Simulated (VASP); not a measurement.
Set up this calculation in VASP 6.6.1, as the native input.

- Task: single point
- Functional: r2SCAN
- Potentials or basis: VASP PAW PBE potentials, release 64 (Ba_sv, F, Cr_pv)
- Cutoff: 520 eV
- k mesh: 5 × 5 × 5
- Occupations: fermi-dirac, width 0.1 eV
- Spin: no spin polarisation
- Dipole correction: no
- Further INCAR settings: ALGO = Normal; EDIFF = 1e-06; NBANDS = 42

The system is BaCrF6.

```xyz
8
Lattice="3.6797 2.1245 2.3892 -3.6797 2.1245 2.3892 0.0000 -4.2489 2.3892" Properties=species:S:1:pos:R:3 pbc="T T T"
Ba    0.0000    0.0000    3.5838
F    -2.3440    1.3533    3.3855
F     0.0000   -2.7066    3.3855
F     2.3440    1.3533    3.3855
F     2.3440   -1.3533    3.7821
F    -2.3440   -1.3533    3.7821
F     0.0000    2.7066    3.7821
Cr    0.0000    0.0000    0.0000
```

One way to write it, as run:

POSCAR

```
BaCrF6
1.0
    3.6796965000      2.1244723700      2.3891915800
   -3.6796965000      2.1244723700      2.3891915800
    0.0000000000     -4.2489447400      2.3891915800
Ba F Cr
1 6 1
Direct
    0.5000000000      0.5000000000      0.5000000000
    0.2600000000      0.8970000000      0.2600000000
    0.2600000000      0.2600000000      0.8970000000
    0.8970000000      0.2600000000      0.2600000000
    0.7400000000      0.1030000000      0.7400000000
    0.1030000000      0.7400000000      0.7400000000
    0.7400000000      0.7400000000      0.1030000000
    0.0000000000      0.0000000000      0.0000000000
```

INCAR.step1

```
PREC = Accurate
ENCUT = 520
ISMEAR = -1
SIGMA = 0.1
LREAL = False
LASPH = True
NELM = 100
NBANDS = 42
GGA = PE
ALGO = Normal
EDIFF = 1E-4
LWAVE = True
LCHARG = False
```

INCAR.step2

```
PREC = Accurate
ENCUT = 520
EDIFF = 1E-6
ISMEAR = -1
SIGMA = 0.1
LREAL = False
LASPH = True
NELM = 100
ALGO = Normal
ISIF = 2
LWAVE = False
LCHARG = False
METAGGA = R2SCAN
LMIXTAU = True
NBANDS = 42
ISTART = 1
```

KPOINTS

```
regular mesh
0
Gamma
  5 5 5
```

Potentials or basis: VASP PAW PBE potentials, release 64 (Ba_sv, F, Cr_pv).

The run is started by

```bash
$ cat potpaw_PBE.64/Ba_sv/POTCAR potpaw_PBE.64/F/POTCAR potpaw_PBE.64/Cr_pv/POTCAR > POTCAR
$ cp INCAR.step1 INCAR
$ mpirun -np 1 vasp_std > vasp.out
$ cp INCAR.step2 INCAR
$ mpirun -np 1 vasp_std > vasp.out
```

It gave:

The pressure is -1.1 GPa and the largest force is 0.696 eV/Å.

Caveat: the PAW data sets were made with another functional, which shifts forces and pressure a little; the run has no spin polarisation, though such a crystal can be magnetic.

Wall time 5.8 min on 1 thread of Intel(R) Xeon(R) Platinum 8488C (Sapphire Rapids), with other jobs on the host, peak memory 0.25 GiB.
